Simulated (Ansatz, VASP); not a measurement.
## Two plane-wave programs on BaTe

```
CELL_PARAMETERS angstrom
0.00000 3.91646 3.91646
3.91646 0.00000 3.91646
3.91646 3.91646 0.00000
ATOMIC_POSITIONS crystal
Ba 0.00000 0.00000 0.00000
Te 0.25000 0.25000 0.25000
```

Alike in both runs: functional PBE; k mesh 11 × 11 × 11; occupations fermi-dirac, width 0.05 eV; no spin polarisation.

Ansatz relaxed the structure, and its values are those at the end. VASP's run is a single point on that final structure, the one shown.

|  | VASP | Ansatz |
| --- | --- | --- |
| version | VASP 6.6.1 | Ansatz 0.2.0 |
| potentials or method | VASP PAW PBE potentials, release 64 (Ba_sv, Te) | PAW with Ansatz's default frozen-core files, scalar-relativistic |
| plane-wave cutoff (eV) | 520 | 420 |
| valence electrons in the cell | 16 | 26 |

Ansatz gave:

* pressure (GPa): 0.0

**Question.** Estimate VASP's values.

**Answer.** Pressure (GPa): 0.2.

VASP's potentials hold 16 valence electrons a cell and Ansatz's 26, so a difference there can come from the potentials and not from the codes.

Spin-orbit coupling is off throughout.
